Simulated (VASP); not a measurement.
# PC30 (a cell with a defect) in VASP: a series of runs

Runs on PC30 (a cell with a defect). Level: PBE. Tasks: single point.

Everything below comes from runs of VASP 6.6.1. Logs are shortened: lines on timing, memory, paths and dates and some standing lists are left out, and cuts for length are marked.

### 1 The cell of the first run

The cell holds a defect, 31 atoms: a = 6.186 Å, b = 6.186 Å, c = 6.186 Å, α = 109.47°, β = 109.47°, γ = 109.47°.

### 2 Single point, PBE

File INCAR:

```
SYSTEM = PC30
PREC     = Accurate       ! precision mode
ENCUT    = 520            ! plane-wave cutoff, eV
EDIFF    = 1E-6           ! SCF threshold, eV
ISMEAR   = -1             ! smearing method
SIGMA    = 0.01           ! smearing width, eV
LREAL    = Auto         
LASPH    = .TRUE.         ! aspherical terms in the spheres
NELM     = 120            ! most SCF steps
ALGO     = Normal         ! electronic algorithm
ISIF     = 2              ! what is computed and relaxed
LWAVE    = .FALSE.        ! write WAVECAR
LCHARG   = .FALSE.        ! write CHGCAR
GGA      = PE             ! functional
NELECT   = 124.0        
NBANDS   = 84             ! bands
GGA_COMPAT= .FALSE.
```

File KPOINTS:

```
Automatic mesh
0
Gamma
  1 1 1
  0.25 0.25 0.25
```

File POSCAR:

```
PC30
1.0
   -3.5716218665      3.5716218665      3.5716218665
    3.5716218665     -3.5716218665      3.5716218665
    3.5716218665      3.5716218665     -3.5716218665
C P
30 1
Direct
    0.0043953054      0.0058879759      0.0037834521
    0.0043916190      0.2525866645      0.7570533401
    0.0027396937      0.5016416159      0.5058383596
    0.0027736938      0.7547096618      0.2527996152
    0.2529489220      0.0012452052      0.7524060863
    0.2534250253      0.2510209554      0.5058760181
    0.2534198051      0.7546248276      0.0021075456
    0.4926186133      0.0055190571      0.4920322142
    0.5064588257      0.2509121826      0.2527953650
    0.5064652050      0.5015894845      0.0021289413
    0.4926072543      0.7408541087      0.7566811604
    0.7530438326      0.0012303402      0.2523588721
    0.7577025302      0.2526366545      0.0037889873
    0.7530297953      0.5011629317      0.7524202937
    0.7572628503      0.7407750468      0.4920077622
   -0.0016787258     -0.0001952497      0.7510018559
    0.0029916240      0.2512163894      0.5024463698
   -0.0012120773      0.5116947918      0.2627977774
    0.0030074980      0.7512895914      0.0023805015
    0.2495817533      0.0015293446      0.5020040576
    0.2634411368      0.2469575197      0.2627926139
    0.2634150776      0.5115757168     -0.0018999474
    0.2495560135      0.7508426351      0.7526484589
    0.5026471711      0.0014739325      0.2489570455
    0.5030891901      0.2512021943      0.0023947228
    0.5026235653      0.4978241892      0.7527146037
    0.7516379875     -0.0001290955     -0.0022474046
    0.7516358599      0.2465614974      0.7510211786
    0.7532550057      0.4977498958      0.5020058810
    0.7532888948      0.7508095243      0.2489642453
    0.3780170576      0.6262379626      0.3774065374
```

Potentials or basis: VASP PAW PBE potentials, release 64 (C, P).

The run is started by

```
cat potpaw_PBE.64/C/POTCAR potpaw_PBE.64/P/POTCAR > POTCAR
mpirun -np 1 vasp_std > vasp.out
```

OUTCAR:

```text
SYSTEM = PC30
   PREC = Accurate
   ENCUT = 520
   EDIFF = 1E-6
   ISMEAR = -1
   LREAL = Auto
   LASPH = .TRUE.
   NELM = 120
   ISIF = 2
   GGA = PE
   NELECT = 124.0

 ion  position               nearest neighbor table
   1  0.004  0.006  0.004-  16 1.54  27 1.54  21 1.57  19 1.57
   2  0.004  0.253  0.757-  28 1.54  16 1.54  22 1.57  17 1.57
   3  0.003  0.502  0.506-  18 1.52  29 1.53  23 1.53  17 1.54
   4  0.003  0.755  0.253-  18 1.52  30 1.53  20 1.53  19 1.54
   5  0.253  0.001  0.752-  23 1.54  20 1.54  25 1.55  16 1.57
   6  0.253  0.251  0.506-  21 1.52  20 1.53  26 1.53  17 1.54
[... 22 lines left out ...]
  29  0.753  0.498  0.502-  15 1.52   3 1.53   9 1.53  14 1.54
  30  0.753  0.751  0.249-  15 1.52   4 1.53  10 1.53  12 1.54
  31  0.378  0.626  0.377-  18 1.99  15 1.99  11 1.99   8 1.99  21 1.99  22 1.99

  LATTYP: Found a body centered cubic cell.
 ALAT       =     7.1432437330

  Lattice vectors:

 A1 = (  -3.5716218665,   3.5716218665,   3.5716218665)
 A2 = (   3.5716218665,  -3.5716218665,   3.5716218665)
 A3 = (   3.5716218665,   3.5716218665,  -3.5716218665)

Analysis of symmetry for initial positions (statically):
=====================================================================
 Subroutine PRICEL returns:
 Original cell was already a primitive cell.

 Routine SETGRP: Setting up the symmetry group for a
 body centered cubic supercell.

 Subroutine GETGRP returns: Found  1 space group operations
 (whereof  1 operations were pure point group operations)
 out of a pool of 48 trial point group operations.

The static configuration has the point symmetry C_1 .

Analysis of symmetry for dynamics (positions and initial velocities):
=====================================================================
 Subroutine PRICEL returns:
 Original cell was already a primitive cell.

 Routine SETGRP: Setting up the symmetry group for a
 body centered cubic supercell.

 Subroutine GETGRP returns: Found  1 space group operations
 (whereof  1 operations were pure point group operations)
 out of a pool of 48 trial point group operations.

The dynamic configuration has the point symmetry C_1 .

 Subroutine INISYM returns: Found  1 space group operations
 (whereof  1 operations are pure point group operations),
 and found     1 'primitive' translations

----------------------------------------------------------------------------------------

                                     Primitive cell

  volume of cell :     182.2453

  direct lattice vectors                    reciprocal lattice vectors
    -3.571621867  3.571621867  3.571621867     0.000000000  0.139992423  0.139992423
     3.571621867 -3.571621867  3.571621867     0.139992423  0.000000000  0.139992423
     3.571621867  3.571621867 -3.571621867     0.139992423  0.139992423  0.000000000

  length of vectors
     6.186230538  6.186230538  6.186230538     0.197979184  0.197979184  0.197979184

  position of ions in fractional coordinates (direct lattice)
     0.004395305  0.005887976  0.003783452
     0.004391619  0.252586665  0.757053340
     0.002739694  0.501641616  0.505838360
     0.002773694  0.754709662  0.252799615
     0.252948922  0.001245205  0.752406086
     0.253425025  0.251020955  0.505876018
[... 23 lines left out ...]
     0.753288895  0.750809524  0.248964245
     0.378017058  0.626237963  0.377406537

  ion indices of the primitive-cell ions
   primitive index   ion index
                 1           1
                 2           2
                 3           3
                 4           4
                 5           5
                 6           6
[... 23 lines left out ...]
                30          30
                31          31

----------------------------------------------------------------------------------------

 KPOINTS: Automatic mesh

Automatic generation of k-mesh.
 Grid dimensions read from file:
 generate k-points for:    1    1    1

 Generating k-lattice:

  Cartesian coordinates                     Fractional coordinates (reciprocal lattice)
     0.000000000  0.139992423  0.139992423     1.000000000  0.000000000  0.000000000
     0.139992423  0.000000000  0.139992423     0.000000000  1.000000000  0.000000000
     0.139992423  0.139992423  0.000000000     0.000000000  0.000000000  1.000000000

  Length of vectors
     0.197979184  0.197979184  0.197979184

  Shift w.r.t. Gamma in fractional coordinates (k-lattice)
     0.250000000  0.250000000  0.250000000

 Subroutine IBZKPT returns following result:
 ===========================================

 Found      1 irreducible k-points:

 Following reciprocal coordinates:
            Coordinates               Weight
  0.250000  0.250000  0.250000      2.000000
   k-points           NKPTS =      1   k-points in BZ     NKDIM =      1   number of bands    NBANDS=     84
   number of dos      NEDOS =    301   number of ions     NIONS =     31
   total plane-waves  NPLWV = 110592
   dimension x,y,z NGX =    48 NGY =   48 NGZ =   48
   dimension x,y,z NGXF=    96 NGYF=   96 NGZF=   96
   ions per type =              30   1
   NGX,Y,Z   is equivalent  to a cutoff of  12.90, 12.90, 12.90 a.u.
   NGXF,Y,Z  is equivalent  to a cutoff of  25.80, 25.80, 25.80 a.u.
 SYSTEM =  PC30
   PREC   = accura    normal or accurate (medium, high low for compatibility)
   ISTART =      0    job   : 0-new  1-cont  2-samecut
   ICHARG =      2    charge: 1-file 2-atom 10-const
   ISPIN  =      1    spin polarized calculation?
   LNONCOLLINEAR =      F non collinear calculations
   LSORBIT =      F    spin-orbit coupling
   LASPH  =      T    aspherical Exc in radial PAW
   ENCUT  =  520.0 eV  38.22 Ry    6.18 a.u.  11.50 11.50 11.50*2*pi/ulx,y,z
   NELM   =    120;   NELMIN=  2; NELMDL= -5     # of ELM steps
   EDIFF  = 0.1E-05   stopping-criterion for ELM
   LREAL  =      T    real-space projection
   EDIFFG = 0.1E-04   stopping-criterion for IOM
   NSW    =      0    number of steps for IOM
   IBRION =     -1    ionic relax: 0-MD 1-quasi-New 2-CG
   NFREE  =      0    steps in history (QN), initial steepest desc. (CG)
   ISIF   =      2    stress and relaxation
   ISYM   =      2    0-nonsym 1-usesym 2-fastsym
   POTIM  = 0.5000    time-step for ionic-motion
   TEBEG  =    0.0;   TEEND  =   0.0 temperature during run
   PSTRESS=    0.0 pullay stress
   NELECT =     124.0000    total number of electrons
   NUPDOWN=      -1.0000    fix difference up-down
   EMIN   =  10.00;   EMAX   =-10.00  energy-range for DOS
   EFERMI =   0.00;   METHOD = LEGACY
   ISMEAR =    -1;   SIGMA  =   0.01  broadening in eV -4-tet -1-fermi 0-gaus
   EFERMI_NEDOS =   21; number of points for ismear=-14 and -15
   IALGO  =     38    algorithm
   IMIX   =      4    mixing-type and parameters
     AMIX     =   0.40;   BMIX     =  1.00
     AMIX_MAG =   1.60;   BMIX_MAG =  1.00
  volume/ion in A,a.u.               =       5.88        39.67
  Fermi-wavevector in a.u.,A,eV,Ry     =   1.439892  2.721001 28.208809  2.073289
  Thomas-Fermi vector in A             =   2.558697
   LORBIT       =      0    0 simple, 1 ext, 2 COOP (PROOUT), +10 PAW based schemes
   GGA     = PE    functional components
   LHFCALC =     F    Hartree Fock is set to
   AEXX    =    0.0000 exact exchange contribution
   IVDW    =     0    specifies the selected vdW correction
   LEPSILON=     F    determine dielectric tensor
   LRPA    =     F    only Hartree local field effects (RPA)
 non-spin polarized calculation
  energy-cutoff  :      520.00
  volume of cell :      182.25
 maximum number of plane-waves:      4904
 NGX is ok and might be reduce to    48
   NGX = 23   NGY = 23   NGZ = 23

 number of electron     124.0000004 magnetization

 Free energy of the ion-electron system (eV)
  ---------------------------------------------------
  ext. energy  EPLUGINS =         0.00000000
  ---------------------------------------------------
  free energy    TOTEN  =      -281.11157466 eV

  energy without entropy =     -281.08384922  energy(sigma->0) =     -281.09771194

 E-fermi :   9.9117     XC(G=0): -13.1374

 val. band max:        9.9116135357   @ k =   0.2500   0.2500   0.2500
 cond. band min:       9.9118040534   @ k =   0.2500   0.2500   0.2500
 fundamental gap:      0.0001905177
 Fermi energy:         9.9117087946

 k-point     1 :       0.2500    0.2500    0.2500
  band No.  band energies     occupation
      1      -9.9731      2.00000
      2      -9.9730      2.00000
      3      -9.7922      2.00000
      4      -9.2841      2.00000
      5      -5.8530      2.00000
      6      -5.7643      2.00000
[... 66 lines left out ...]
     73      15.9931      0.00000
     74      16.3656      0.00000
 [bands above 74 left out]

------------------------ aborting loop because EDIFF is reached ----------------------------------------

  FORCE on cell =-STRESS in cart. coord.  units (eV):
  Direction    XX          YY          ZZ          XY          YZ          ZX
  --------------------------------------------------------------------------------------
  -------------------------------------------------------------------------------------
  Total       -7.4350920     -7.4209793     -7.4794499    -13.8085900    -13.7850287    -13.8234695
  in kB      -65.3642858    -65.2402164    -65.7542503   -121.3957567   -121.1886219   -121.5265670
  external PRESSURE =     -65.4529175 kB  Pullay stress =       0.0000000 kB

 VOLUME and BASIS-vectors are now :
 -----------------------------------------------------------------------------
  energy-cutoff  :      520.00
  volume of cell :      182.25
      direct lattice vectors                 reciprocal lattice vectors
    -3.571621867  3.571621867  3.571621867     0.000000000  0.139992423  0.139992423
     3.571621867 -3.571621867  3.571621867     0.139992423  0.000000000  0.139992423
     3.571621867  3.571621867 -3.571621867     0.139992423  0.139992423  0.000000000

 POSITION                                       TOTAL-FORCE (eV/Angst)
 -----------------------------------------------------------------------------------
      0.01884      0.00818      0.02321         0.008433      0.001148      0.008594
      3.59037      1.81745     -1.78608         0.009664      0.009150     -0.001898
      3.58855      0.02477     -0.00520         0.000819      0.002031     -0.017110
      3.58854     -1.78273      1.80254         0.005468     -0.017401      0.002213
      1.78832      3.58630     -1.77942         0.003329      0.002321     -0.000403
      1.79821      1.81538     -0.00511        -0.000472      0.004327     -0.014670
[... 23 lines left out ...]
      0.88035      0.89806      4.48286        -0.003245     -0.005358      0.015476
      2.23450      0.46140      2.23887        -0.000508     -0.002750     -0.000251
 -----------------------------------------------------------------------------------
    total drift:                               -0.006314      0.107886      0.023902

  FREE ENERGIE OF THE ION-ELECTRON SYSTEM (eV)
  ---------------------------------------------------
  free  energy   TOTEN  =      -281.1115746559 eV

  energy  without entropy=     -281.0838492224  energy(sigma->0) =     -281.09771194
```

It took 62 s on 1 thread of Intel Xeon Platinum 8488C (Sapphire Rapids), shared host; peak memory 0.31 GiB.

What came out:

```yaml
Free_energy: -281.1116 eV
Largest_force: 0.041 eV/Å
```

Forces in eV/Å, atoms in the order of the input:
```
C    0.008  0.001  0.009
C    0.010  0.009 -0.002
C    0.001  0.002 -0.017
C    0.005 -0.017  0.002
C    0.003  0.002  0.000
C    0.000  0.004 -0.015
C    0.019 -0.013  0.005
C   -0.015  0.020 -0.013
C   -0.010 -0.001  0.014
C   -0.006  0.010  0.002
C   -0.011 -0.011  0.022
C   -0.002  0.000  0.004
C    0.001  0.010  0.006
C    0.000  0.003  0.001
C    0.027 -0.026 -0.016
C    0.001 -0.008 -0.003
C    0.004  0.006  0.004
C   -0.031  0.020  0.004
C    0.002  0.004  0.003
C    0.014 -0.001 -0.007
C    0.012 -0.035  0.004
C    0.013  0.007 -0.028
C    0.010 -0.003 -0.004
C   -0.006 -0.004  0.009
C   -0.003  0.003  0.005
C   -0.017  0.013  0.001
C   -0.013 -0.005  0.004
C   -0.009  0.002 -0.009
C   -0.003  0.018  0.000
C   -0.003 -0.005  0.015
P   -0.001 -0.003  0.000
```

Levels at points of the mesh, in eV from the Fermi level:
| k point | band 58 | band 59 | band 60 | band 61 | band 62 | band 63 | band 64 | band 65 | band 66 | band 67 |
| --- | --- | --- | --- | --- | --- | --- | --- | --- | --- | --- |
| (0.25, 0.25, 0.25) | -1.92 | -1.92 | -1.46 | -1.46 | 0.00 | 0.00 | 3.58 | 5.34 | 5.34 | 5.73 |

Caveat: the k points lie up to 1.24 Å⁻¹ apart; the cell carries a net charge on a neutralising background, which shifts energy and pressure; the cell is charged against a uniform background, so pressure and absolute levels hang on convention.

(Part 1 of 2 ends here.)
